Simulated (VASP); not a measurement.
# Zn (Pm-3m) in VASP: a series of runs, part 2 of 2

VASP 6.6.1. Earlier steps stand in the parts before.

## Step 3: Single point, r2SCAN (19.26 Å³/atom)

This run uses another cell than the first one, of 19.26 Å³/atom.

The input, POSCAR:

```
Zn
1.0
    2.6805295556      0.0000000000      0.0000000000
    0.0000000000      2.6805295556      0.0000000000
    0.0000000000      0.0000000000      2.6805295556
Zn
1
Direct
    0.0000000000      0.0000000000      0.0000000000
```

The input, INCAR.step1:

```
PREC     = Accurate       # precision mode
ENCUT    = 550            # plane-wave cutoff, eV
ISMEAR   = -1             # smearing method
SIGMA    = 0.1            # smearing width, eV
LREAL    = False          # projectors in reciprocal space
LASPH    = True           # aspherical terms in the spheres
NELM     = 120            # most SCF steps
NBANDS   = 12             # bands
GGA      = PE             # functional
ALGO     = Normal         # electronic algorithm
EDIFF    = 1E-5           # SCF threshold, eV
LWAVE    = True           # write WAVECAR
LCHARG   = False          # write CHGCAR
GGA_COMPAT= False
```

The input, INCAR.step2:

```
PREC     = Accurate       # precision mode
ENCUT    = 550            # plane-wave cutoff, eV
EDIFF    = 1E-6           # SCF threshold, eV
ISMEAR   = -1             # smearing method
SIGMA    = 0.1            # smearing width, eV
LREAL    = False          # projectors in reciprocal space
LASPH    = True           # aspherical terms in the spheres
NELM     = 120            # most SCF steps
ALGO     = Normal         # electronic algorithm
ISIF     = 2              # what is computed and relaxed
LWAVE    = False          # write WAVECAR
LCHARG   = False          # write CHGCAR
METAGGA  = R2SCAN         # meta-GGA
LMIXTAU  = True         
NBANDS   = 12             # bands
ISTART   = 1            
GGA_COMPAT= False
```

The input, KPOINTS:

```
Automatic mesh
0
Gamma
  14 14 14
```

Potentials or basis: VASP PAW PBE potentials, release 64 (Zn).

The run is started by

```bash
> cat potpaw_PBE.64/Zn/POTCAR > POTCAR
> cp INCAR.step1 INCAR
> mpirun -np 1 vasp_std > vasp.out
> cp INCAR.step2 INCAR
> mpirun -np 1 vasp_std > vasp.out
```

OUTCAR:

```text
PREC = Accurate
   ENCUT = 550
   EDIFF = 1E-6
   ISMEAR = -1
   LREAL = False
   LASPH = True
   NELM = 120
   ISIF = 2
   METAGGA = R2SCAN
   ISTART = 1

 ion  position               nearest neighbor table
   1  0.000  0.000  0.000-

  LATTYP: Found a simple cubic cell.
 ALAT       =     2.6805295556

  Lattice vectors:

 A1 = (   2.6805295556,   0.0000000000,   0.0000000000)
 A2 = (   0.0000000000,   2.6805295556,   0.0000000000)
 A3 = (   0.0000000000,   0.0000000000,   2.6805295556)
[... 529 lines left out ...]
      3      -6.1233      2.00000
      4      -5.8975      2.00000
      5      -5.7571      2.00000
      6      -3.4479      2.00000
      7       3.2225      0.00000
      8       9.7734      0.00000
      9      16.3228      0.00000
     10      17.8026      0.00000
     11      20.5688      0.00000
     12      25.5536      0.00000

 [... further k-points ...]
[... 5 lines left out ...]
  --------------------------------------------------------------------------------------
  -------------------------------------------------------------------------------------
  Total       -0.5747634     -0.5747634     -0.5747634     -0.0000000     -0.0000000      0.0000000
  in kB      -47.8121051    -47.8121051    -47.8121051     -0.0000000     -0.0000000      0.0000000
  external PRESSURE =     -47.8121051 kB  Pullay stress =       0.0000000 kB

 VOLUME and BASIS-vectors are now :
 -----------------------------------------------------------------------------
  energy-cutoff  :      550.00
  volume of cell :       19.26
      direct lattice vectors                 reciprocal lattice vectors
     2.680529556  0.000000000  0.000000000     0.373060613  0.000000000  0.000000000
     0.000000000  2.680529556  0.000000000     0.000000000  0.373060613  0.000000000
     0.000000000  0.000000000  2.680529556     0.000000000  0.000000000  0.373060613

 POSITION                                       TOTAL-FORCE (eV/Angst)
 -----------------------------------------------------------------------------------
      0.00000      0.00000      0.00000         0.000000      0.000000      0.000000
 -----------------------------------------------------------------------------------
    total drift:                                0.000000      0.000000      0.000000

  FREE ENERGIE OF THE ION-ELECTRON SYSTEM (eV)
  ---------------------------------------------------
  free  energy   TOTEN  =        -8.5773718666 eV

  energy  without entropy=       -8.5656689145  energy(sigma->0) =       -8.57152039
```

OUTCAR.step1:

```text
PREC = Accurate
   ENCUT = 550
   ISMEAR = -1
   LREAL = False
   LASPH = True
   NELM = 120
[... 575 lines left out ...]
 POSITION                                       TOTAL-FORCE (eV/Angst)
 -----------------------------------------------------------------------------------
      0.00000      0.00000      0.00000         0.000000      0.000000      0.000000
 -----------------------------------------------------------------------------------
    total drift:                                0.000000      0.000000      0.000000

  FREE ENERGIE OF THE ION-ELECTRON SYSTEM (eV)
  ---------------------------------------------------
  free  energy   TOTEN  =        -0.8810411061 eV

  energy  without entropy=       -0.8689526629  energy(sigma->0) =       -0.87499688
```

Run time: 24 s. Hardware: 1 thread of Intel Xeon 6975P-C (Granite Rapids), shared host; peak memory 0.16 GiB.

What came out:

```yaml
Free_energy: -8.5774 eV
Pressure: -4.8 GPa
Band_gap_on_the_k_mesh: zero (bands 6 and 7 overlap by 8.11 eV)
```

Caveat: the cell stands under tension; the PAW data sets were made with another functional, which shifts forces and pressure a little.

## Step 4: Single point, r2SCAN

This run uses another cell than the first one, of 17.20 Å³/atom.

The input, POSCAR:

```
Zn
1.0
    2.5811580167      0.0000000000      0.0000000000
    0.0000000000      2.5811580167      0.0000000000
    0.0000000000      0.0000000000      2.5811580167
Zn
1
Direct
    0.0000000000      0.0000000000      0.0000000000
```

The input, INCAR.step1:

```
SYSTEM = Zn
PREC = Accurate
ENCUT = 550
ISMEAR = -1
SIGMA = 0.1
LREAL = .False.
LASPH = .True.
NELM = 120
NBANDS = 12
GGA = PE
ALGO = Normal
EDIFF = 1E-5
LWAVE = .True.
LCHARG = .False.
GGA_COMPAT = .False.
```

The input, INCAR.step2:

```
SYSTEM = Zn
PREC = Accurate
ENCUT = 550
EDIFF = 1E-6
ISMEAR = -1
SIGMA = 0.1
LREAL = .False.
LASPH = .True.
NELM = 120
ALGO = Normal
ISIF = 2
LWAVE = .False.
LCHARG = .False.
METAGGA = R2SCAN
LMIXTAU = .True.
NBANDS = 12
ISTART = 1
GGA_COMPAT = .False.
```

The input, KPOINTS:

```
regular mesh
0
Gamma
  20 20 20
  0 0 0
```

The run is started by

```bash
> cat potpaw_PBE.64/Zn/POTCAR > POTCAR
> cp INCAR.step1 INCAR
> mpirun -np 1 vasp_std > vasp.out
> cp INCAR.step2 INCAR
> mpirun -np 1 vasp_std > vasp.out
```

Run time: 61 s. Hardware: 1 thread of Intel Xeon 6975P-C (Granite Rapids), shared host; peak memory 0.17 GiB.

The run converged. Its results:

- Free energy: -8.6077 eV
- Pressure: 0.3 GPa
- Band gap on the k mesh: zero (bands 6 and 7 overlap by 8.92 eV)

Levels at points of the mesh, in eV from the Fermi level:
| k point | band 3 | band 4 | band 5 | band 6 | band 7 | band 8 | band 9 | band 10 |
| --- | --- | --- | --- | --- | --- | --- | --- | --- |
| (0.00, 0.00, 0.00) | -8.42 | -7.11 | -7.11 | -7.11 | 13.36 | 13.36 | 13.36 | 16.08 |
| (0.50, 0.00, 0.00) | -7.49 | -7.49 | -7.08 | -3.11 | -2.97 | 18.33 | 18.33 | 20.82 |
| (0.50, 0.50, 0.00) | -7.43 | -7.43 | -6.81 | 1.40 | 1.40 | 3.06 | 6.66 | 23.90 |
| (0.50, 0.50, 0.50) | -8.13 | -6.79 | -6.79 | 5.95 | 5.95 | 5.95 | 11.10 | 11.31 |

Caveat: the PAW data sets were made with another functional, which shifts forces and pressure a little.

## Step 5: The runs side by side

| cell | k mesh | gap on the mesh (eV) | pressure (GPa) |
| --- | --- | --- | --- |
| a = 2.648 Å, 1 atom | 14 × 14 × 14 | none | -3.4 |
| a = 2.681 Å, 1 atom | 14 × 14 × 14 | none | -4.8 |
| a = 2.581 Å, 1 atom | 20 × 20 × 20 | none | 0.3 |

Alike in all rows: task single point; level r2SCAN; potentials or basis VASP PAW PBE potentials, release 64 (Zn); no spin polarisation; cutoff (eV) 550; smearing fermi-dirac 0.1 eV.

Caveats: the PAW data sets were made with another functional, which shifts forces and pressure a little; the cell stands under tension (at least some runs).

Absolute energies hang on the potentials; compare differences alone.
